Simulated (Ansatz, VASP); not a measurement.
# One calculation of TaN, two programs

```
CELL_PARAMETERS angstrom
5.23928 0.00000 0.00000
-2.61964 4.53735 0.00000
0.00000 0.00000 2.90478
ATOMIC_POSITIONS crystal
Ta 0.00000 0.00000 0.00000
Ta 0.33333 0.66667 0.50000
Ta 0.66667 0.33333 0.50000
N 0.50000 0.00000 0.00000
N 0.50000 0.50000 0.00000
N 0.00000 0.50000 0.00000
```

Alike in both runs: functional r2SCAN; k mesh 12 × 12 × 12; occupations gaussian, width 0.1 eV; no spin polarisation.

Ansatz relaxed the structure, and its values are those at the end. VASP's run is a single point on that final structure, the one shown.

|  | VASP | Ansatz |
| --- | --- | --- |
| version | VASP 6.6.1 | Ansatz 0.2.0 |
| potentials or method | VASP PAW PBE potentials, release 64 (Ta_pv, N), cutoff 520 eV | scalar-relativistic, plane waves, PAW |
| valence electrons in the cell | 48 | 54 |

Ansatz gave:

```
gap on the k mesh at the Fermi level (eV) : none
pressure (GPa)                            : 0.0
```

Question: Estimate VASP's values.

Answer: gap on the k mesh at the Fermi level (eV): none; pressure (GPa): 1.7.

VASP's potentials were made for PBE, not for r2SCAN. A gap of «none» marks a metal or a gap that the smearing closes. VASP's potentials hold 48 valence electrons a cell and Ansatz's 54, so a difference there can come from the potentials and not from the codes.

Spin-orbit coupling is off throughout.
